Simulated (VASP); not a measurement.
Li2GeS3, 24 atoms in the cell. The cell holds a disordered packing, 24 atoms: a = 8.162 Å, b = 8.112 Å, c = 8.237 Å, α = 91.18°, β = 95.36°, γ = 86.30°. 

```yaml
Program: VASP 6.6.1
Task: molecular dynamics
Functional: PBE
Dispersion: D3(BJ)
Potentials_or_basis: VASP PAW PBE potentials, release 64 (Ge_d, S, Li_sv)
Cutoff: 520 eV
k_mesh: 1 × 1 × 1, shifted
Occupations: fermi-dirac, width 0.05 eV
Spin: no spin polarisation
Dipole_correction: no
Further_INCAR_settings: LREAL = Auto; ALGO = Normal; EDIFF = 1e-05; NBANDS = 94; ISYM = 0; IBRION = 0; POTIM = 1.5; NSW = 40
```

Potentials or basis: VASP PAW PBE potentials, release 64 (Ge_d, S, Li_sv).

Run with:

```sh
$ cat potpaw_PBE.64/Ge_d/POTCAR potpaw_PBE.64/S/POTCAR potpaw_PBE.64/Li_sv/POTCAR > POTCAR
$ mpirun -np 1 vasp_std > vasp.out
```

Hardware: 1 thread of Intel(R) Xeon(R) Platinum 8488C (Sapphire Rapids) (shared host).

Q: Estimate the wall time of this run.

A: Run time: 19 min on 1 thread of Intel(R) Xeon(R) Platinum 8488C (Sapphire Rapids) (shared host), peak memory 0.7 GiB. Counts: scf iterations 250, k points 1, ion steps 40.
